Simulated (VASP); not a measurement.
## Al5As: relaxation of cell and atoms with PBE

The system is Al5As.

```xyz
6
Lattice="4.5873 0.0000 0.0000 -2.2937 3.9727 0.0000 0.0000 0.0000 5.8847" Properties=species:S:1:pos:R:3 pbc="T T T"
Al    0.0000    2.6485    1.4563
Al    0.0000    2.6485    4.4284
Al    2.2937    1.3242    4.4284
Al    2.2937    1.3242    1.4563
Al    0.0000    0.0000    2.9423
As    0.0000    0.0000    0.0000
```

The cell was built from a structure type or drawn by symmetry, and may not be a known phase.

```yaml
Program: VASP 6.6.1
Task: relaxation of cell and atoms
Functional: PBE
Potentials_or_basis: VASP PAW PBE potentials, release 64 (Al, As)
Cutoff: 600 eV
k_mesh: 12 × 12 × 6
Occupations: gaussian, width 0.1 eV
Spin: no spin polarisation
Dipole_correction: no
Further_INCAR_settings: ALGO = Fast; EDIFF = 1e-06; IBRION = 2; EDIFFG = -0.01; NSW = 100; ISIF = 3
```

```yaml
Relaxed_volume: 17.85 Å³/atom
Relaxed_cell: a = 4.673 Å, b = 4.673 Å, c = 5.664 Å, α = 90.00°, β = 90.00°, γ = 120.00°
Space_group_after_relaxing_to_0.1_Å: P6/mmm (No. 191)
Energy_gained_by_relaxing: 8.8 meV/atom
Ionic_steps: 8
Pressure_after_relaxing: 0.0 GPa
Largest_force_after_relaxing: 0.003 eV/Å
```

Forces on the atoms (eV/Å):
```
Al   0.000  0.000 -0.003
Al   0.000  0.000  0.003
Al   0.000  0.000  0.003
Al   0.000  0.000 -0.003
Al   0.000  0.000  0.000
As   0.000  0.000  0.000
```

Stress tensor (GPa, compression positive):
```
-0.05  0.00  0.00
 0.00 -0.05  0.00
 0.00  0.00  0.03
```

Step by step:
```tsv
step	energy change (eV)	largest force (eV/Å)	pressure (GPa)	volume (Å³)
1	0.0000	0.1761	0.35	107.24
2	-0.0272	0.1515	-0.23	107.85
3	-0.0422	0.1078	-0.85	108.54
4	-0.0445	0.0817	-1.05	108.85
5	-0.0523	0.0155	0.27	106.64
6	-0.0527	0.0295	0.03	107.02
7	-0.0529	0.0166	0.01	107.05
8	-0.0531	0.0030	-0.02	107.10
```

Final structure:
```cif
data_structure
_symmetry_space_group_name_H-M 'P 1'
_symmetry_Int_Tables_number 1
_cell_length_a 4.6729
_cell_length_b 4.6729
_cell_length_c 5.6637
_cell_angle_alpha 90.000
_cell_angle_beta 90.000
_cell_angle_gamma 120.000
_cell_volume 107.10
loop_
_atom_site_label
_atom_site_type_symbol
_atom_site_fract_x
_atom_site_fract_y
_atom_site_fract_z
_atom_site_occupancy
Al1 Al 0.33333 0.66667 0.25373 1
Al2 Al 0.33333 0.66667 0.74627 1
Al3 Al 0.66667 0.33333 0.74627 1
Al4 Al 0.66667 0.33333 0.25373 1
Al5 Al 0.00000 0.00000 0.50000 1
As1 As 0.00000 0.00000 0.00000 1
```

Levels at points of the mesh, in eV from the Fermi level:
```tsv
k point	band 6	band 7	band 8	band 9	band 10	band 11	band 12	band 13	band 14
(0.00, 0.00, 0.00)	-3.21	-1.95	-1.95	-1.38	0.42	1.18	1.18	1.40	1.40
(0.50, 0.00, 0.00)	-4.07	-4.02	-3.62	-0.40	-0.31	-0.24	-0.12	2.97	3.60
(0.00, 0.00, 0.50)	-2.33	-1.01	-1.01	-0.83	-0.83	-0.82	-0.82	-0.61	-0.06
(0.50, 0.00, 0.50)	-3.98	-3.12	-3.02	0.20	0.42	1.09	1.53	2.87	3.32
```

Wall time 7.7 min on 1 thread of Intel(R) Xeon(R) Platinum 8488C (Sapphire Rapids) (shared host), peak memory 0.36 GiB.

Caveat: the highest band is partly filled, so the run has too few bands.
